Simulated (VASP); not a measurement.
A run of VASP 6.6.1:

INCAR

```
SYSTEM = SiGe2
  ALGO = Normal
  EDIFF = 1E-6
  ENCUT = 520
  GGA = PS
  ISIF = 2
  ISMEAR = -1
  LASPH = .True.
  LCHARG = .False.
  LREAL = .False.
  LWAVE = .False.
  NBANDS = 23
  NELM = 80
  PREC = Accurate
  SIGMA = 0.15
```

File KPOINTS:

```
k-points
0
Gamma
  12 12 12
  0 0 0
```

File POSCAR:

```
SiGe2
1.0
    0.0000000000      3.0608803906      3.0608803906
    3.0608803906      0.0000000000      3.0608803906
    3.0608803906      3.0608803906      0.0000000000
Si Ge
1 2
Direct
    0.0000000000      0.0000000000      0.0000000000
    0.7500000000      0.7500000000      0.7500000000
    0.2500000000      0.2500000000      0.2500000000
```

Potentials or basis: VASP PAW PBE potentials, release 64 (Si, Ge_d).

Command:

```console
$ cat potpaw_PBE.64/Si/POTCAR potpaw_PBE.64/Ge_d/POTCAR > POTCAR
$ mpirun -np 1 vasp_std > vasp.out
```

Hardware: 1 thread of Intel(R) Xeon(R) 6975P-C (Granite Rapids), on a shared host.

Task: Estimate the wall time of this run.

Result: Wall time 30 s on 1 thread of Intel(R) Xeon(R) 6975P-C (Granite Rapids) (shared host), peak memory 0.22 GiB. Counts: scf iterations 11, k points 72.
